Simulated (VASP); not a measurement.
Input of a VASP 6.6.1 run:

File INCAR:

```
  PREC = Accurate
  ENCUT = 520
  EDIFF = 1E-7
  ISMEAR = -1
  SIGMA = 0.05
  LREAL = F
  LASPH = T
  NELM = 80
  ALGO = Normal
  ISIF = 2
  LWAVE = F
  LCHARG = F
  GGA = RE
  NBANDS = 12
```

Contents of KPOINTS:

```
Automatic mesh
0
Gamma
  11 11 11
```

The input POSCAR:

```
Ta
1.0
   -1.6655590557      1.6655590557      1.6655590557
    1.6655590557     -1.6655590557      1.6655590557
    1.6655590557      1.6655590557     -1.6655590557
Ta
1
Direct
    0.0000000000      0.0000000000      0.0000000000
```

Potentials or basis: VASP PAW PBE potentials, release 64 (Ta_pv).

The run is started by

```console
$ cat potpaw_PBE.64/Ta_pv/POTCAR > POTCAR
$ mpirun -np 1 vasp_std > vasp.out
```

Task: Predict the pressure.

Result: 0.1 GPa.

Caveat: the PAW data sets were made with another functional, which shifts forces and pressure a little.
